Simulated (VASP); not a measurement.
Crystal: CdSe.

```
Cd Se
1.0
     0.00000    3.07027    3.07027
     3.07027    0.00000    3.07027
     3.07027    3.07027    0.00000
Cd Se
1 1
Direct
  0.00000 0.00000 0.00000
  0.75000 0.75000 0.75000
```

| Property | Result |
| --- | --- |
| Program | VASP 6.6.1 |
| Task | relaxation of cell and atoms |
| Functional | PBE |
| Potentials or basis | VASP PAW PBE potentials, release 64 (Cd, Se) |
| Cutoff | 600 eV |
| k mesh | 6 × 6 × 6 |
| Occupations | fermi-dirac, width 0.1 eV |
| Spin | no spin polarisation |

At the start: pressure 1.5 GPa; volume 28.94 Å³/atom.

Problem. Where does the relaxation end?

Solution. Over 3 steps the energy falls by 4.4 meV/atom and the volume is 29.88 Å³/atom (+3.3 %); space group F-43m (No. 216, to 0.05 Å).

The path:
| step | energy change (eV) | largest force (eV/Å) | pressure (GPa) | volume (Å³) |
| --- | --- | --- | --- | --- |
| 1 | 0.0000 | 0.0000 | 1.54 | 57.88 |
| 2 | -0.0083 | 0.0000 | -0.35 | 60.25 |
| 3 | -0.0088 | 0.0000 | 0.01 | 59.77 |

Final structure:
```yaml
crystal:
  lattice:
    - [0.00000, 3.10318, 3.10318]
    - [3.10318, 0.00000, 3.10318]
    - [3.10318, 3.10318, 0.00000]
  atoms:
    - { symbol: Cd, position: [0.00000, 0.00000, 0.00000] }
    - { symbol: Se, position: [0.75000, 0.75000, 0.75000] }
```
